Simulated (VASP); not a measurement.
# Ga4O: relaxation of cell and atoms with PBE

Crystal: Ga4O.

```
Ga O
1.0
     4.84239    0.00000    0.00000
    -2.42119    4.19363    0.00000
     0.00000    0.00000    4.68442
Ga O
4 1
Direct
  0.19622 0.80378 0.50000
  0.19622 0.39244 0.50000
  0.60756 0.80378 0.50000
  0.66667 0.33333 0.50000
  0.33333 0.66667 0.00000
```

The cell was built from a structure type or drawn by symmetry, and may not be a known phase.

| Item | Value |
| --- | --- |
| Program | VASP 6.6.1 |
| Task | relaxation of cell and atoms |
| Functional | PBE |
| Potentials or basis | VASP PAW PBE potentials, release 64 (Ga_d, O) |
| Cutoff | 600 eV |
| k mesh | 6 × 6 × 4 |
| Occupations | gaussian, width 0.1 eV |
| Spin | no spin polarisation |
| Dipole correction | no |
| Further INCAR settings | ALGO = Normal; EDIFF = 1e-06; IBRION = 2; EDIFFG = -0.04; NSW = 90; ISIF = 3 |

```json
{
  "Relaxed volume": "17.20 Å³/atom",
  "Relaxed cell": "a = 5.972 Å, b = 5.972 Å, c = 2.785 Å, α = 90.00°, β = 90.00°, γ = 120.00°",
  "Space group after relaxing (to 0.1 Å)": "P-6m2 (No. 187)",
  "Energy gained by relaxing": "1605.2 meV/atom",
  "Ionic steps": "20",
  "Pressure after relaxing": "-0.2 GPa",
  "Largest force after relaxing": "0.038 eV/Å",
  "Band gap on the k mesh": "zero (bands 29 and 30 overlap by 1.07 eV)"
}
```

Forces in eV/Å, atoms in the order of the input:
```
Ga   0.033 -0.019  0.000
Ga   0.000  0.038  0.000
Ga  -0.033 -0.019  0.000
Ga   0.000  0.000  0.000
O    0.000  0.000  0.000
```

Stress tensor (GPa, compression positive):
```
-0.23  0.00  0.00
 0.00 -0.23  0.00
 0.00  0.00 -0.14
```

The path:
| step | energy change (eV) | largest force (eV/Å) | pressure (GPa) | volume (Å³) |
| --- | --- | --- | --- | --- |
| 1 | 0.0000 | 12.9115 | 30.03 | 95.13 |
| 2 | -2.1432 | 4.6443 | -2.64 | 147.80 |
| 3 | -3.2782 | 3.8131 | -3.41 | 139.08 |
| 4 | -3.9897 | 3.3185 | -3.65 | 132.77 |
| 5 | -5.3333 | 1.6233 | -1.10 | 113.49 |
| 6 | -5.3433 | 1.2434 | -0.33 | 111.27 |
| 7 | -5.3448 | 1.4215 | -0.72 | 112.26 |
| 8 | -6.2049 | 0.6907 | -3.12 | 111.83 |
| 9 | -6.9677 | 0.0963 | -3.98 | 109.81 |
| 10 | -7.5428 | 1.5392 | 1.69 | 100.17 |
| 11 | -7.5252 | 0.7078 | -2.07 | 104.89 |
| 12 | -7.5808 | 0.9784 | -1.15 | 103.45 |
| 13 | -7.8011 | 0.5486 | -1.53 | 100.16 |
| 14 | -7.8659 | 0.2924 | -1.72 | 97.45 |
| 15 | -7.9533 | 0.3805 | -0.38 | 92.08 |
| 16 | -7.9852 | 0.4596 | 1.51 | 85.62 |
| 17 | -7.9873 | 0.4604 | 0.85 | 87.12 |
| 18 | -8.0151 | 0.1613 | -0.06 | 85.55 |
| 19 | -8.0184 | 0.0025 | 0.09 | 85.91 |
| 20 | -8.0261 | 0.0380 | -0.20 | 86.01 |

Final structure:
```xyz
5
Lattice="5.9720 0.0000 0.0000 -2.9860 5.1719 0.0000 0.0000 0.0000 2.7847" Properties=species:S:1:pos:R:3 pbc="T T T"
Ga   -1.5388    4.3363    1.3923
Ga    0.0000    1.6711    1.3923
Ga    1.5388    4.3363    1.3923
Ga    2.9860    1.7240    1.3923
O     0.0000    3.4479    0.0000
```

Levels at points of the mesh, in eV from the Fermi level:
```csv
k point,band 26,band 27,band 28,band 29,band 30,band 31,band 32,band 33
"(0.00, 0.00, 0.00)",-4.05,-4.05,-2.93,-0.49,-0.49,0.35,5.68,7.48
"(0.50, 0.00, 0.00)",-4.09,-2.92,-2.61,-0.56,1.13,1.85,2.36,4.20
"(0.00, 0.00, 0.50)",-3.07,-1.23,-1.23,-0.99,-0.46,-0.46,0.49,1.93
"(0.50, 0.00, 0.50)",-3.39,-2.32,-1.57,-0.82,0.56,1.21,2.03,2.96
```

Wall time 14 min on 1 thread of AMD EPYC 9R45 96-Core Processor (Zen 5), with other jobs on the host, peak memory 0.26 GiB.

Caveat: a cell axis changed by over 15 % at a fixed basis, so the end point is rough.
